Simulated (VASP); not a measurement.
# Au (Cmcm) in VASP: notebook

The runs below take Au through single point, with PBE.

All numbers are computed with VASP 6.6.1; they aren't measurements. Logs are shortened: lines on timing, memory, paths and dates and some standing lists are left out, and cuts for length are marked.

### 1 The cell of the first run

Symmetry: Cmcm, No. 63, orthorhombic system. Conventional cell: a = 2.784 Å, b = 5.043 Å, c = 4.827 Å, α = 90.00°, β = 90.00°, γ = 90.00°. Au (site symmetry m2m) has 12 Au at 2.78 to 2.93 Å within 3.7 Å.

### 2 Single point, PBE

INCAR reads:

```
PREC = Accurate
ENCUT = 520
EDIFF = 1E-7
ISMEAR = -1
SIGMA = 0.05
LREAL = F
LASPH = T
NELM = 60
ALGO = Fast
ISIF = 2
LWAVE = F
LCHARG = T
GGA = PE
LELF = T
LVHAR = T
NBANDS = 18
```

KPOINTS reads:

```
Automatic mesh
0
Gamma
  11 11 6
```

POSCAR reads:

```
Au
1.0
    1.3922358705     -2.5213891550      0.0000000000
    1.3922358705      2.5213891550      0.0000000000
    0.0000000000      0.0000000000      4.8270375896
Au
2
Direct
    0.3346720300      0.6653279700      0.2500000000
    0.6653279700      0.3346720300      0.7500000000
```

Potentials or basis: VASP PAW PBE potentials, release 64 (Au).

On the command line:

```bash
$ cat potpaw_PBE.64/Au/POTCAR > POTCAR
$ mpirun -np 1 vasp_std > vasp.out
```

OUTCAR:

```text
PREC = Accurate
   ENCUT = 520
   EDIFF = 1E-7
   ISMEAR = -1
   LREAL = F
   LASPH = T
   NELM = 60
   ISIF = 2
   GGA = PE

 ion  position               nearest neighbor table
   1  0.335  0.665  0.250-   2 2.91   2 2.91   2 2.91   2 2.91   2 2.93   2 2.93
   2  0.665  0.335  0.750-   1 2.91   1 2.91   1 2.91   1 2.91   1 2.93   1 2.93

  LATTYP: Found a base centered orthorhombic cell.
 ALAT       =     2.7844717410
 B/A-ratio  =     1.8110359088
 C/A-ratio  =     1.7335559627

  Lattice vectors:

 A1 = (   1.3922358705,  -2.5213891550,   0.0000000000)
 A2 = (   1.3922358705,   2.5213891550,   0.0000000000)
 A3 = (   0.0000000000,   0.0000000000,   4.8270375896)

Analysis of symmetry for initial positions (statically):
=====================================================================
 Subroutine PRICEL returns:
 Original cell was already a primitive cell.

 Routine SETGRP: Setting up the symmetry group for a
 base centered orthorhombic supercell.

 Subroutine GETGRP returns: Found  8 space group operations
 (whereof  4 operations were pure point group operations)
 out of a pool of  8 trial point group operations.

The static configuration has the point symmetry C_2h.
 The point group associated with its full space group is D_2h.

Analysis of symmetry for dynamics (positions and initial velocities):
=====================================================================
 Subroutine PRICEL returns:
 Original cell was already a primitive cell.

 Routine SETGRP: Setting up the symmetry group for a
 base centered orthorhombic supercell.

 Subroutine GETGRP returns: Found  8 space group operations
 (whereof  4 operations were pure point group operations)
 out of a pool of  8 trial point group operations.

The dynamic configuration has the point symmetry C_2h.
 The point group associated with its full space group is D_2h.

 Subroutine INISYM returns: Found  8 space group operations
 (whereof  4 operations are pure point group operations),
 and found     1 'primitive' translations

----------------------------------------------------------------------------------------

                                     Primitive cell

  volume of cell :      33.8894

[... 77 lines left out ...]
   NGXF,Y,Z  is equivalent  to a cutoff of  27.71, 27.71, 24.80 a.u.
 SYSTEM =  unknown system
   PREC   = accura    normal or accurate (medium, high low for compatibility)
   ISTART =      0    job   : 0-new  1-cont  2-samecut
   ICHARG =      2    charge: 1-file 2-atom 10-const
   ISPIN  =      1    spin polarized calculation?
   LNONCOLLINEAR =      F non collinear calculations
   LSORBIT =      F    spin-orbit coupling
   LASPH  =      T    aspherical Exc in radial PAW
   ENCUT  =  520.0 eV  38.22 Ry    6.18 a.u.   5.36  5.36  8.98*2*pi/ulx,y,z
   NELM   =     60;   NELMIN=  2; NELMDL= -5     # of ELM steps
   EDIFF  = 0.1E-06   stopping-criterion for ELM
   LREAL  =      F    real-space projection
   EDIFFG = 0.1E-05   stopping-criterion for IOM
   NSW    =      0    number of steps for IOM
   IBRION =     -1    ionic relax: 0-MD 1-quasi-New 2-CG
   NFREE  =      0    steps in history (QN), initial steepest desc. (CG)
   ISIF   =      2    stress and relaxation
   ISYM   =      2    0-nonsym 1-usesym 2-fastsym
   POTIM  = 0.5000    time-step for ionic-motion
   TEBEG  =    0.0;   TEEND  =   0.0 temperature during run
   PSTRESS=    0.0 pullay stress
   NELECT =      22.0000    total number of electrons
   NUPDOWN=      -1.0000    fix difference up-down
   EMIN   =  10.00;   EMAX   =-10.00  energy-range for DOS
   EFERMI =   0.00;   METHOD = LEGACY
   ISMEAR =    -1;   SIGMA  =   0.05  broadening in eV -4-tet -1-fermi 0-gaus
   EFERMI_NEDOS =   21; number of points for ismear=-14 and -15
   IALGO  =     68    algorithm
   IMIX   =      4    mixing-type and parameters
     AMIX     =   0.40;   BMIX     =  1.00
     AMIX_MAG =   1.60;   BMIX_MAG =  1.00
  volume/ion in A,a.u.               =      16.94       114.35
  Fermi-wavevector in a.u.,A,eV,Ry     =   1.417516  2.678717 27.338884  2.009351
  Thomas-Fermi vector in A             =   2.538738
   LORBIT       =      0    0 simple, 1 ext, 2 COOP (PROOUT), +10 PAW based schemes
   GGA     = PE    functional components
   LHFCALC =     F    Hartree Fock is set to
   AEXX    =    0.0000 exact exchange contribution
   IVDW    =     0    specifies the selected vdW correction
   LEPSILON=     F    determine dielectric tensor
   LRPA    =     F    only Hartree local field effects (RPA)
 non-spin polarized calculation
 RMM-DIIS sequential band-by-band and
  energy-cutoff  :      520.00
  volume of cell :       33.89
 maximum number of plane-waves:       926
 NGX is ok and might be reduce to    24
   NGX = 11   NGY = 11   NGZ = 17

 number of electron      22.0000000 magnetization

 Free energy of the ion-electron system (eV)
  ---------------------------------------------------
  ext. energy  EPLUGINS =         0.00000000
  ---------------------------------------------------
  free energy    TOTEN  =        -6.36116585 eV

  energy without entropy =       -6.35384103  energy(sigma->0) =       -6.35750344

 E-fermi :   9.5204     XC(G=0): -12.7492

 val. band max:        9.5161524131   @ k =  -0.4545   0.1818   0.5000
 cond. band min:       9.5379724512   @ k =   0.1818   0.1818   0.3333
 fundamental gap:      0.0218200381
 Fermi energy:         9.5203825885

 k-point     1 :       0.0000    0.0000    0.0000
  band No.  band energies     occupation
      1      -0.3494      2.00000
      2       2.0791      2.00000
      3       4.5810      2.00000
      4       4.6440      2.00000
      5       4.9995      2.00000
      6       5.2559      2.00000
[... 481 lines left out ...]
      5       4.9710      2.00000
      6       5.3776      2.00000
[... 10 lines left out ...]
     17      26.2506      0.00000
     18      26.4971      0.00000

 [... further k-points ...]
[... 5 lines left out ...]
  --------------------------------------------------------------------------------------
  -------------------------------------------------------------------------------------
  Total        2.9192742      1.7449600      1.6864231      0.0000000     -0.0000000      0.0000000
  in kB      138.0136656     82.4959584     79.7285300      0.0000000     -0.0000000      0.0000000
  external PRESSURE =     100.0793847 kB  Pullay stress =       0.0000000 kB

 VOLUME and BASIS-vectors are now :
 -----------------------------------------------------------------------------
  energy-cutoff  :      520.00
  volume of cell :       33.89
      direct lattice vectors                 reciprocal lattice vectors
     1.392235870 -2.521389155  0.000000000     0.359134548 -0.198303383  0.000000000
     1.392235870  2.521389155  0.000000000     0.359134548  0.198303383  0.000000000
     0.000000000  0.000000000  4.827037590     0.000000000  0.000000000  0.207166400

 POSITION                                       TOTAL-FORCE (eV/Angst)
 -----------------------------------------------------------------------------------
      1.39224      0.83371      1.20676         0.000000     -0.040655     -0.000000
      1.39224     -0.83371      3.62028         0.000000      0.040655      0.000000
 -----------------------------------------------------------------------------------
    total drift:                               -0.000000     -0.000000     -0.000000

  FREE ENERGIE OF THE ION-ELECTRON SYSTEM (eV)
  ---------------------------------------------------
  free  energy   TOTEN  =        -6.3611658499 eV

  energy  without entropy=       -6.3538410327  energy(sigma->0) =       -6.35750344
```

OSZICAR:

```text
N       E                     dE             d eps       ncg     rms          rms(c)
DAV:   1     0.124564992520E+03    0.12456E+03   -0.11712E+04  5192   0.119E+03
DAV:   2    -0.482114576540E+01   -0.12939E+03   -0.12335E+03  5516   0.262E+02
DAV:   3    -0.688720735782E+01   -0.20661E+01   -0.20549E+01  6022   0.338E+01
DAV:   4    -0.689612732414E+01   -0.89200E-02   -0.89190E-02  5748   0.232E+00
DAV:   5    -0.689620740029E+01   -0.80076E-04   -0.80077E-04  5794   0.234E-01    0.136E+01
RMM:   6    -0.640336471946E+01    0.49284E+00   -0.83037E-01  5185   0.690E+00    0.855E+00
RMM:   7    -0.636648435386E+01    0.36880E-01   -0.14633E-01  5296   0.309E+00    0.325E+00
RMM:   8    -0.636122048838E+01    0.52639E-02   -0.19019E-02  5324   0.103E+00    0.474E-01
RMM:   9    -0.636115682326E+01    0.63665E-04   -0.81827E-04  5697   0.220E-01    0.174E-01
RMM:  10    -0.636116315126E+01   -0.63280E-05   -0.12800E-04  5678   0.756E-02    0.131E-01
RMM:  11    -0.636116587672E+01   -0.27255E-05   -0.28810E-05  5676   0.338E-02    0.153E-02
RMM:  12    -0.636116604452E+01   -0.16781E-06   -0.32484E-06  5603   0.114E-02    0.152E-02
RMM:  13    -0.636116576212E+01    0.28241E-06   -0.11176E-06  5618   0.772E-03    0.150E-03
RMM:  14    -0.636116587959E+01   -0.11747E-06   -0.15028E-07  3823   0.250E-03    0.124E-03
RMM:  15    -0.636116584986E+01    0.29728E-07   -0.36145E-08  3123   0.121E-03
   1 F= -.63611658E+01 E0= -.63575034E+01  d E =-.732482E-02
```

Wall time 32 s (1 thread of Intel Xeon 6975P-C (Granite Rapids), shared host); peak memory 0.21 GiB.

Results:

| Item | Value |
| --- | --- |
| Free energy | -6.3612 eV |
| Pressure | 10.0 GPa |
| Largest force | 0.041 eV/Å |
| Band gap on the k mesh | zero (bands 11 and 12 overlap by 6.43 eV) |

Forces on the atoms (eV/Å):
```
Au   0.000 -0.041  0.000
Au   0.000  0.041  0.000
```

Caveat: the stress differs along the axes, from 8 to 14 GPa; spin-orbit coupling is left out, which moves the levels of the heavy elements.

### 3 Single point, PBE

This run uses another cell than the first one, of 17.30 Å³/atom.

INCAR reads:

```
SYSTEM = Au
PREC = Accurate
ENCUT = 520
EDIFF = 1E-6
ISMEAR = -1
SIGMA = 0.05
LREAL = .FALSE.
LASPH = .TRUE.
NELM = 100
ALGO = Normal
ISIF = 2
LWAVE = .FALSE.
LCHARG = .TRUE.
GGA = PE
LELF = .TRUE.
LVHAR = .TRUE.
NBANDS = 18
```

KPOINTS reads:

```
regular mesh
0
G
  11 11 6
  0 0 0
```

POSCAR reads:

```
Au
1.0
    1.4018378006     -2.5387785952      0.0000000000
    1.4018378006      2.5387785952      0.0000000000
    0.0000000000      0.0000000000      4.8603285560
Au
2
Direct
    0.3346720300      0.6653279700      0.2500000000
    0.6653279700      0.3346720300      0.7500000000
```

Potentials or basis: VASP PAW PBE potentials, release 64 (Au).

On the command line:

```bash
$ cat potpaw_PBE.64/Au/POTCAR > POTCAR
$ mpirun -np 1 vasp_std > vasp.out
```

It took 22 s on 1 thread of Intel Xeon 6975P-C (Granite Rapids), shared host; peak memory 0.21 GiB.

It converged, with:

```yaml
Free_energy: -6.3974 eV
Pressure: 6.2 GPa
Largest_force: 0.033 eV/Å
Band_gap_on_the_k_mesh: zero (bands 11 and 12 overlap by 6.33 eV)
```

Forces on the atoms (eV/Å):
```
Au   0.000 -0.033  0.000
Au   0.000  0.033  0.000
```

Stress tensor (GPa, compression positive):
```
9.56 0.00 0.00
0.00 4.60 0.00
0.00 0.00 4.52
```

Levels at points of the mesh, in eV from the Fermi level:
```csv
k point,band 8,band 9,band 10,band 11,band 12,band 13,band 14,band 15
"(0.00, 0.00, 0.00)",-3.52,-3.34,-2.19,-2.10,-1.09,2.53,14.60,15.58
"(0.00, 0.00, 0.50)",-4.22,-2.67,-2.67,-2.51,-2.51,10.37,10.37,14.93
```

Caveat: the stress differs along the axes, from 5 to 10 GPa; spin-orbit coupling is left out, which moves the levels of the heavy elements.

### 4 Single point, PBE

This run uses another cell than the first one, of 17.65 Å³/atom.

INCAR reads:

```
PREC = Accurate ; ENCUT = 520
EDIFF = 1E-7 ; ISMEAR = -1
SIGMA = 0.05 ; LREAL = F
LASPH = T ; NELM = 80
ALGO = Fast ; ISIF = 2
LWAVE = F ; LCHARG = F
GGA = PE ; NBANDS = 18
```

KPOINTS reads:

```
Automatic mesh
0
Gamma
  11 11 6
```

POSCAR reads:

```
Au
1.0
    1.4113099650     -2.5559330250      0.0000000000
    1.4113099650      2.5559330250      0.0000000000
    0.0000000000      0.0000000000      4.8931696100
Au
2
Direct
    0.3346720300      0.6653279700      0.2500000000
    0.6653279700      0.3346720300      0.7500000000
```

On the command line:

```bash
$ cat potpaw_PBE.64/Au/POTCAR > POTCAR
$ mpirun -np 1 vasp_std > vasp.out
```

Wall time 32 s (1 thread of Intel Xeon 6975P-C (Granite Rapids), shared host); peak memory 0.2 GiB.

It converged, with:

```yaml
Free_energy: -6.4179 eV
Pressure: 2.9 GPa
Largest_force: 0.025 eV/Å
Band_gap_on_the_k_mesh: zero (bands 11 and 12 overlap by 6.23 eV)
```

Forces on the atoms (eV/Å):
```
Au   0.000 -0.025  0.000
Au   0.000  0.025  0.000
```

Stress tensor (GPa, compression positive):
```
5.84 0.00 0.00
0.00 1.37 0.00
0.00 0.00 1.51
```

Levels at points of the mesh, in eV from the Fermi level:
```
           k point  band 7  band 8  band 9  band 10  band 11  band 12  band 13  band 14  band 15  band 16
(0.00, 0.00, 0.00)   -3.82   -3.45   -3.28    -2.16    -2.08    -0.99     2.44    14.60    15.56    16.75
(0.00, 0.00, 0.50)   -4.13   -4.13   -2.63    -2.63    -2.47    -2.47    10.24    10.24    14.92    14.92
```

Caveat: spin-orbit coupling is left out, which moves the levels of the heavy elements.

### 5 The runs side by side

```tsv
cell	gap on the mesh (eV)	pressure (GPa)	largest force (eV/Å)
a = 2.880, b = 2.880, c = 4.827 Å, angles 90.0, 90.0, 122.2°, 2 atoms	none	10.0	0.04
a = 2.900, b = 2.900, c = 4.860 Å, angles 90.0, 90.0, 122.2°, 2 atoms	none	6.2	0.03
a = 2.920, b = 2.920, c = 4.893 Å, angles 90.0, 90.0, 122.2°, 2 atoms	none	2.9	0.03
```

Alike in all rows: task single point; level PBE; potentials or basis VASP PAW PBE potentials, release 64 (Au); no spin polarisation; k mesh 11 × 11 × 6; cutoff (eV) 520; smearing fermi-dirac 0.05 eV.

Caveats: spin-orbit coupling is left out, which moves the levels of the heavy elements; the stress differs along the axes, from 8 to 14 GPa (at least some runs); the stress differs along the axes, from 5 to 10 GPa (at least some runs).

Total energies depend on the potentials used, so only differences within one code and one set of settings carry meaning.

The gap in the log of VASP goes by the Fermi energy; the results here count the filled bands.